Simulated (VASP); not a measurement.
Here is a VASP 6.6.1 calculation.

Contents of INCAR:

```
SYSTEM = As
ALGO     = Normal         ! electronic algorithm
EDIFF    = 1E-6           ! SCF threshold, eV
ENCUT    = 600            ! plane-wave cutoff, eV
GGA      = PE             ! functional
GGA_COMPAT= .FALSE.      
ISIF     = 2              ! what is computed and relaxed
ISMEAR   = 0              ! smearing method
IVDW     = 12             ! dispersion correction
LASPH    = .TRUE.         ! aspherical terms in the spheres
LCHARG   = .FALSE.        ! write CHGCAR
LREAL    = .FALSE.        ! projectors in reciprocal space
LWAVE    = .FALSE.        ! write WAVECAR
NBANDS   = 22             ! bands
NELM     = 120            ! most SCF steps
PREC     = Accurate       ! precision mode
SIGMA    = 0.1            ! smearing width, eV
```

KPOINTS

```
k-points
0
G
  12 12 12
  0 0 0
```

Contents of POSCAR:

```
As
1.0
    1.8921131174      1.0924120177      3.3642368266
   -1.8921131174      1.0924120177      3.3642368266
    0.0000000000     -2.1848240353      3.3642368266
As
2
Direct
    0.2303700431      0.2303700431      0.2303700431
    0.7696299569      0.7696299569      0.7696299569
```

Potentials or basis: VASP PAW PBE potentials, release 64 (As_d).

Run with:

```bash
$ cat potpaw_PBE.64/As_d/POTCAR > POTCAR
$ mpirun -np 1 vasp_std > vasp.out
```

(1) Predict the largest force.

(2) Estimate the pressure.

(3) What does it give for the band gap on the k mesh?

(4) Predict the dispersion energy per atom.

## Answers

(1) 0.011 eV/Å.

(2) 0.1 GPa.

(3) zero (band 15 reaches 4.11 eV, above the bottom of band 16 at 3.75 eV).

(4) -0.434 eV.

Caveat: pairwise dispersion overbinds metals, which lowers pressure and volume.
